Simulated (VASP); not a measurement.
A run of VASP 6.6.1 is set up as follows.

The input INCAR:

```
SYSTEM = TiCo
PREC     = Accurate       ! precision mode
ENCUT    = 520            ! plane-wave cutoff, eV
EDIFF    = 1E-6           ! SCF threshold, eV
ISMEAR   = 0              ! smearing method
SIGMA    = 0.15           ! smearing width, eV
LREAL    = .FALSE.        ! projectors in reciprocal space
LASPH    = .TRUE.         ! aspherical terms in the spheres
NELM     = 150            ! most SCF steps
ALGO     = Normal         ! electronic algorithm
ISIF     = 2              ! what is computed and relaxed
LWAVE    = .FALSE.        ! write WAVECAR
LCHARG   = .TRUE.         ! write CHGCAR
ISPIN    = 2              ! spin polarisation
MAGMOM   = 0 0.4          ! initial moments
LORBIT   = 11             ! projections on sites
LMAXMIX  = 4              ! l up to which the mixer works
GGA      = PS             ! functional
LELF     = .TRUE.         ! ELF
LVHAR    = .TRUE.       
NBANDS   = 22             ! bands
```

Contents of KPOINTS:

```
regular mesh
0
G
  16 16 16
  0 0 0
```

POSCAR

```
TiCo
1.0
    2.9861109900      0.0000000000      0.0000000000
    0.0000000000      2.9861109900      0.0000000000
    0.0000000000      0.0000000000      2.9861109900
Ti Co
1 1
Direct
    0.0000000000      0.0000000000      0.0041860467
    0.5000000000      0.5000000000      0.5000000000
```

Potentials or basis: VASP PAW PBE potentials, release 64 (Ti_sv, Co).

Launch:

```console
$ cat potpaw_PBE.64/Ti_sv/POTCAR potpaw_PBE.64/Co/POTCAR > POTCAR
$ mpirun -np 1 vasp_std > vasp.out
```

Predict the net moment.

0.00 μB per cell.

Estimate the largest force.

0.047 eV/Å.

Predict the pressure.

-9.6 GPa.

Forces on the atoms (eV/Å):
```
Ti   0.000  0.000 -0.047
Co   0.000  0.000  0.047
```

Caveat: the cell differs from its parent crystal (all Ti atoms moved +0.013 Å, as atom 1 along Cartesian [0 0 1]); the cell stands under tension; the PAW data sets were made with another functional, which shifts forces and pressure a little.
